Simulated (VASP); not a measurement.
# Zr2SiC2 (I4/mmm) in VASP: further runs

Runs on Zr2SiC2. Level: PBE. Tasks: relaxation of cell and atoms, single point.

Everything below comes from runs of VASP 6.6.1. Logs are shortened: lines on timing, memory, paths and dates and some standing lists are left out, and cuts for length are marked.

### 1 The cell of the first run

It takes space group I4/mmm (No. 139, tetragonal). The conventional cell has a = 4.352 Å, b = 4.352 Å, c = 8.784 Å, α = 90.00°, β = 90.00°, γ = 90.00°. Within 3.1 Å of Zr (site symmetry -4m2) lie 4 C at 2.31 Å and 4 Zr at 3.08 Å and 4 Si at 3.09 Å. Si (site symmetry 4/mmm) has 10 C at 2.98 to 3.39 Å and 8 Zr at 3.09 Å within 3.9 Å. C (site symmetry 4mm) has 4 Zr at 2.31 Å and 1 C at 2.82 Å and 1 Si at 2.98 Å within 3.1 Å.

The cell was generated, and may not be a known phase.

### 2 Relaxation of cell and atoms, PBE

INCAR reads:

```
  PREC = Accurate
  ENCUT = 600
  EDIFF = 1E-7
  ISMEAR = 0
  SIGMA = 0.1
  LREAL = F
  LASPH = T
  NELM = 100
  ALGO = Normal
  ISIF = 3
  LWAVE = F
  LCHARG = F
  GGA = PE
  IBRION = 2
  NSW = 90
  EDIFFG = -0.04
```

KPOINTS reads:

```
Automatic mesh
0
Gamma
  6 6 6
```

POSCAR reads:

```
Zr2SiC2
1.0
   -2.1761664400      2.1761664400      4.3919681100
    2.1761664400     -2.1761664400      4.3919681100
    2.1761664400      2.1761664400     -4.3919681100
Zr Si C
2 1 2
Direct
    0.7500000000      0.2500000000      0.5000000000
    0.2500000000      0.7500000000      0.5000000000
    0.5000000000      0.5000000000      0.0000000000
    0.8393590900      0.8393590900      0.0000000000
    0.1606409100      0.1606409100      0.0000000000
```

Potentials or basis: VASP PAW PBE potentials, release 64 (Zr_sv, Si, C).

The run is started by

```sh
> cat potpaw_PBE.64/Zr_sv/POTCAR potpaw_PBE.64/Si/POTCAR potpaw_PBE.64/C/POTCAR > POTCAR
> mpirun -np 1 vasp_std > vasp.out
```

OUTCAR:

```text
PREC = Accurate
   ENCUT = 600
   EDIFF = 1E-7
   ISMEAR = 0
   LREAL = F
   LASPH = T
   NELM = 100
   ISIF = 3
   GGA = PE
   IBRION = 2
   NSW = 90
   EDIFFG = -0.04

 ion  position               nearest neighbor table
   1  0.750  0.250  0.500-   4 2.31   5 2.31   4 2.31   5 2.31   2 3.08   2 3.08   2 3.08   2 3.08
                             3 3.09   3 3.09   3 3.09   3 3.09
   2  0.250  0.750  0.500-   4 2.31   5 2.31   4 2.31   5 2.31   1 3.08   1 3.08   1 3.08   1 3.08
                             3 3.09   3 3.09   3 3.09   3 3.09
   3  0.500  0.500  0.000-   1 3.09   2 3.09   1 3.09   2 3.09   2 3.09   1 3.09   2 3.09   1 3.09

   4  0.839  0.839  0.000-   1 2.31   2 2.31   1 2.31   2 2.31
   5  0.161  0.161  0.000-   1 2.31   2 2.31   1 2.31   2 2.31

  LATTYP: Found a body centered tetragonal cell.
 ALAT       =     4.3523328800
 C/A-ratio  =     2.0182133266

  Lattice vectors:

 A1 = (  -2.1761664400,   2.1761664400,   4.3919681100)
 A2 = (   2.1761664400,  -2.1761664400,   4.3919681100)
 A3 = (   2.1761664400,   2.1761664400,  -4.3919681100)

Analysis of symmetry for initial positions (statically):
=====================================================================
 Subroutine PRICEL returns:
 Original cell was already a primitive cell.

 Routine SETGRP: Setting up the symmetry group for a
 body centered tetragonal supercell.

 Subroutine GETGRP returns: Found 16 space group operations
 (whereof 16 operations were pure point group operations)
 out of a pool of 16 trial point group operations.

The static configuration has the point symmetry D_4h.

Analysis of symmetry for dynamics (positions and initial velocities):
=====================================================================
 Subroutine PRICEL returns:
 Original cell was already a primitive cell.

 Routine SETGRP: Setting up the symmetry group for a
 body centered tetragonal supercell.

 Subroutine GETGRP returns: Found 16 space group operations
 (whereof 16 operations were pure point group operations)
 out of a pool of 16 trial point group operations.

The dynamic configuration has the point symmetry D_4h.

 Subroutine INISYM returns: Found 16 space group operations
 (whereof 16 operations are pure point group operations),
 and found     1 'primitive' translations

----------------------------------------------------------------------------------------

                                     Primitive cell

  volume of cell :      83.1962

  direct lattice vectors                    reciprocal lattice vectors
    -2.176166440  2.176166440  4.391968110     0.000000000  0.229761838  0.113844178
     2.176166440 -2.176166440  4.391968110     0.229761838  0.000000000  0.113844178
     2.176166440  2.176166440 -4.391968110     0.229761838  0.229761838  0.000000000

  length of vectors
     5.362908225  5.362908225  5.362908225     0.256419576  0.256419576  0.324932307

  position of ions in fractional coordinates (direct lattice)
     0.750000000  0.250000000  0.500000000
     0.250000000  0.750000000  0.500000000
     0.500000000  0.500000000  0.000000000
     0.839359090  0.839359090  0.000000000
     0.160640910  0.160640910  0.000000000

  ion indices of the primitive-cell ions
   primitive index   ion index
                 1           1
                 2           2
                 3           3
                 4           4
                 5           5

----------------------------------------------------------------------------------------

 KPOINTS: Automatic mesh

Automatic generation of k-mesh.
 Grid dimensions read from file:
 generate k-points for:    6    6    6

 Generating k-lattice:

  Cartesian coordinates                     Fractional coordinates (reciprocal lattice)
     0.000000000  0.038293640  0.018974030     0.166666667  0.000000000  0.000000000
     0.038293640  0.000000000  0.018974030     0.000000000  0.166666667  0.000000000
     0.038293640  0.038293640  0.000000000     0.000000000  0.000000000  0.166666667

  Length of vectors
     0.042736596  0.042736596  0.054155384

  Shift w.r.t. Gamma in fractional coordinates (k-lattice)
     0.000000000  0.000000000  0.000000000

 Subroutine IBZKPT returns following result:
 ===========================================

 Found     30 irreducible k-points:

 Following reciprocal coordinates:
            Coordinates               Weight
  0.000000  0.000000  0.000000      1.000000
  0.166667 -0.000000  0.000000      8.000000
  0.333333  0.000000 -0.000000      8.000000
  0.500000  0.000000  0.000000      4.000000
  0.166667  0.166667 -0.000000      8.000000
  0.333333  0.166667 -0.000000     16.000000
[... 16 lines left out ...]
 -0.333333 -0.333333  0.166667      8.000000
 -0.166667 -0.333333  0.166667      8.000000
 [... further k-points ...]
   k-points           NKPTS =     30   k-points in BZ     NKDIM =     30   number of bands    NBANDS=     22
   number of dos      NEDOS =    301   number of ions     NIONS =      5
   total plane-waves  NPLWV = 110592
   dimension x,y,z NGX =    48 NGY =   48 NGZ =   48
   dimension x,y,z NGXF=    96 NGYF=   96 NGZF=   96
   ions per type =               2   1   2
   NGX,Y,Z   is equivalent  to a cutoff of  14.88, 14.88, 14.88 a.u.
   NGXF,Y,Z  is equivalent  to a cutoff of  29.76, 29.76, 29.76 a.u.
 SYSTEM =  unknown system
   PREC   = accura    normal or accurate (medium, high low for compatibility)
   ISTART =      0    job   : 0-new  1-cont  2-samecut
   ICHARG =      2    charge: 1-file 2-atom 10-const
   ISPIN  =      1    spin polarized calculation?
   LNONCOLLINEAR =      F non collinear calculations
   LSORBIT =      F    spin-orbit coupling
   LASPH  =      T    aspherical Exc in radial PAW
   ENCUT  =  600.0 eV  44.10 Ry    6.64 a.u.  10.71 10.71 10.71*2*pi/ulx,y,z
   NELM   =    100;   NELMIN=  2; NELMDL= -5     # of ELM steps
   EDIFF  = 0.1E-06   stopping-criterion for ELM
   LREAL  =      F    real-space projection
   EDIFFG = -.4E-01   stopping-criterion for IOM
   NSW    =     90    number of steps for IOM
   IBRION =      2    ionic relax: 0-MD 1-quasi-New 2-CG
   NFREE  =      1    steps in history (QN), initial steepest desc. (CG)
   ISIF   =      3    stress and relaxation
   ISYM   =      2    0-nonsym 1-usesym 2-fastsym
   POTIM  = 0.5000    time-step for ionic-motion
   TEBEG  =    0.0;   TEEND  =   0.0 temperature during run
   PSTRESS=    0.0 pullay stress
   NELECT =      36.0000    total number of electrons
   NUPDOWN=      -1.0000    fix difference up-down
   EMIN   =  10.00;   EMAX   =-10.00  energy-range for DOS
   EFERMI =   0.00;   METHOD = LEGACY
   ISMEAR =     0;   SIGMA  =   0.10  broadening in eV -4-tet -1-fermi 0-gaus
   EFERMI_NEDOS =   21; number of points for ismear=-14 and -15
   IALGO  =     38    algorithm
   IMIX   =      4    mixing-type and parameters
     AMIX     =   0.40;   BMIX     =  1.00
     AMIX_MAG =   1.60;   BMIX_MAG =  1.00
  volume/ion in A,a.u.               =      16.64       112.29
  Fermi-wavevector in a.u.,A,eV,Ry     =   1.238249  2.339951 20.861266  1.533260
  Thomas-Fermi vector in A             =   2.372782
   LORBIT       =      0    0 simple, 1 ext, 2 COOP (PROOUT), +10 PAW based schemes
   GGA     = PE    functional components
   LHFCALC =     F    Hartree Fock is set to
   AEXX    =    0.0000 exact exchange contribution
   IVDW    =     0    specifies the selected vdW correction
   LEPSILON=     F    determine dielectric tensor
   LRPA    =     F    only Hartree local field effects (RPA)
 conjugate gradient relaxation of ions
 non-spin polarized calculation
 Gauss-broadening in eV      SIGMA  =   0.10
  energy-cutoff  :      600.00
  volume of cell :       83.20
 maximum number of plane-waves:      2809
 NGX is ok and might be reduce to    48
   NGX = 21   NGY = 21   NGZ = 21

--------------------------------------- Ionic step        1  -------------------------------------------

 number of electron      36.0000000 magnetization

 Free energy of the ion-electron system (eV)
  ---------------------------------------------------
  ext. energy  EPLUGINS =         0.00000000
  ---------------------------------------------------
  free energy    TOTEN  =       -38.69628229 eV

  energy without entropy =      -38.68933712  energy(sigma->0) =      -38.69280970

------------------------ aborting loop because EDIFF is reached ----------------------------------------

  FORCE on cell =-STRESS in cart. coord.  units (eV):
  Direction    XX          YY          ZZ          XY          YZ          ZX
  --------------------------------------------------------------------------------------
  -------------------------------------------------------------------------------------
  Total       -0.2943716     -0.2943716     -6.7159912      0.0000000     -0.0000000      0.0000000
  in kB       -5.6689553     -5.6689553   -129.3353707      0.0000000     -0.0000000      0.0000000
  external PRESSURE =     -46.8910938 kB  Pullay stress =       0.0000000 kB
[... 98 lines left out ...]
  FREE ENERGIE OF THE ION-ELECTRON SYSTEM (eV)
  ---------------------------------------------------
  free  energy   TOTEN  =       -39.7001698399 eV

  energy  without entropy=      -39.6914943590  energy(sigma->0) =      -39.69583210

 E-fermi :  10.0065     XC(G=0): -12.0458

 val. band max:        9.9751550579   @ k =   0.1667   0.1667  -0.0000
 cond. band min:      10.0589675046   @ k =  -0.3333  -0.3333   0.3333
 fundamental gap:      0.0838124467
 Fermi energy:        10.0065029264

 k-point     1 :       0.0000    0.0000    0.0000
  band No.  band energies     occupation
      1     -37.7550      2.00000
      2     -37.5648      2.00000
      3     -16.1910      2.00000
      4     -16.1910      2.00000
      5     -16.0675      2.00000
      6     -15.6634      2.00000
[... 589 lines left out ...]
     21      11.6407      0.00000
     22      12.3800      0.00000

 [... further k-points ...]

[... ionic steps 4 to 21 ...]

--------------------------------------- Ionic step       22  -------------------------------------------

 number of electron      36.0000000 magnetization

------------------------ aborting loop because EDIFF is reached ----------------------------------------
[... 73 lines left out ...]
--------------------------------------- Ionic step       24  -------------------------------------------

 number of electron      36.0000000 magnetization

 Free energy of the ion-electron system (eV)
  ---------------------------------------------------
  ext. energy  EPLUGINS =         0.00000000
  ---------------------------------------------------
  free energy    TOTEN  =       -41.70100801 eV

  energy without entropy =      -41.69222283  energy(sigma->0) =      -41.69661542

 E-fermi :   7.9319     XC(G=0): -10.9862

 val. band max:        7.8937734999   @ k =  -0.3333  -0.3333   0.1667
 cond. band min:       7.9713287269   @ k =  -0.1667  -0.1667   0.1667
 fundamental gap:      0.0775552270
 Fermi energy:         7.9319017511

 k-point     1 :       0.0000    0.0000    0.0000
  band No.  band energies     occupation
      1     -40.6356      2.00000
      2     -40.5399      2.00000
      3     -18.8925      2.00000
      4     -18.8925      2.00000
      5     -18.7607      2.00000
      6     -18.7239      2.00000
[... 589 lines left out ...]
     21       9.0672      0.00000
     22       9.8028      0.00000

 [... further k-points ...]

------------------------ aborting loop because EDIFF is reached ----------------------------------------

  FORCE on cell =-STRESS in cart. coord.  units (eV):
  Direction    XX          YY          ZZ          XY          YZ          ZX
  --------------------------------------------------------------------------------------
  -------------------------------------------------------------------------------------
  Total        0.0575888      0.0575888      0.1652496      0.0000000     -0.0000000     -0.0000000
  in kB        1.1911039      1.1911039      3.4178406      0.0000000     -0.0000000     -0.0000000
  external PRESSURE =       1.9333494 kB  Pullay stress =       0.0000000 kB
[... 20 lines left out ...]
  FREE ENERGIE OF THE ION-ELECTRON SYSTEM (eV)
  ---------------------------------------------------
  free  energy   TOTEN  =       -41.7010080083 eV

  energy  without entropy=      -41.6922228280  energy(sigma->0) =      -41.69661542

 reached required accuracy - stopping structural energy minimisation
```

Run time: 54 min. Hardware: 1 thread of Oxide Virtual Turin-like, shared host; peak memory 0.35 GiB.

What came out:

```
Free energy                           : -41.7010 eV
Relaxed volume                        : 15.49 Å³/atom
Relaxed cell                          : a = 4.894 Å, b = 4.894 Å, c = 4.894 Å, α = 123.87°, β = 123.87°, γ = 83.42°
Space group after relaxing (to 0.1 Å) : I4/mmm (No. 139)
Energy gained by relaxing             : 600.9 meV/atom
Ionic steps                           : 24
Pressure after relaxing               : 0.2 GPa
Largest force after relaxing          : 0.038 eV/Å
Band gap on the k mesh                : zero (bands 18 and 19 overlap by 1.20 eV)
```

Forces on the atoms (eV/Å):
```
Zr   0.000  0.000  0.000
Zr   0.000  0.000  0.000
Si   0.000  0.000  0.000
C    0.000  0.000 -0.038
C    0.000  0.000  0.038
```

Step by step:
```tsv
step	energy change (eV)	largest force (eV/Å)	pressure (GPa)	volume (Å³)
1	0.0000	1.6499	-4.69	83.20
2	-0.6072	1.4554	3.56	77.36
3	-1.0039	1.0703	42.55	61.67
4	-1.1142	1.5000	18.91	69.13
5	-1.1890	1.5095	25.49	66.61
6	-1.3231	1.5412	25.59	66.32
7	-1.6649	1.4851	26.18	65.40
8	-1.7615	0.1324	30.83	63.34
9	-1.8517	1.0311	27.85	64.26
10	-1.8540	0.8800	28.43	64.04
11	-2.0688	0.9803	23.08	65.34
12	-2.4813	1.2316	9.35	69.33
13	-2.4447	1.5982	-9.63	77.78
14	-2.5911	1.4232	-1.03	73.32
15	-2.5917	1.4107	-0.38	73.03
16	-2.6276	1.3591	-0.39	73.22
17	-2.7237	1.1998	-0.38	73.77
18	-2.8662	0.8868	-0.13	74.86
19	-2.9795	0.3919	0.91	76.98
20	-3.0014	0.1600	-0.99	77.89
21	-3.0015	0.1494	-1.06	77.93
22	-3.0041	0.0076	0.34	77.34
23	-3.0043	0.0249	0.06	77.46
24	-3.0047	0.0382	0.19	77.46
```

Final structure:
```
Zr Si C
1.0
    -2.30240    2.30240    3.65325
     2.30240   -2.30240    3.65325
     2.30240    2.30240   -3.65325
Zr Si C
2 1 2
Direct
  0.75000 0.25000 0.50000
  0.25000 0.75000 0.50000
  0.50000 0.50000 0.00000
  0.76042 0.76042 0.00000
  0.23958 0.23958 0.00000
```

Levels at points of the mesh, in eV from the Fermi level:
| k point | band 16 | band 17 | band 18 | band 19 | band 20 | band 21 |
| --- | --- | --- | --- | --- | --- | --- |
| (0.00, 0.00, 0.00) | -1.45 | -1.45 | -1.34 | -0.07 | -0.07 | 3.09 |
| (0.50, 0.00, 0.00) | -2.07 | -0.80 | -0.13 | 0.05 | 0.86 | 3.11 |
| (0.50, 0.50, 0.00) | -3.24 | -1.69 | -0.80 | 0.79 | 2.38 | 3.38 |
| (0.50, 0.50, 0.50) | -0.25 | -0.06 | -0.06 | 0.98 | 0.98 | 1.08 |

(Continued in part 2 of 2.)

The gap in the log of VASP goes by the Fermi energy; the results here count the filled bands.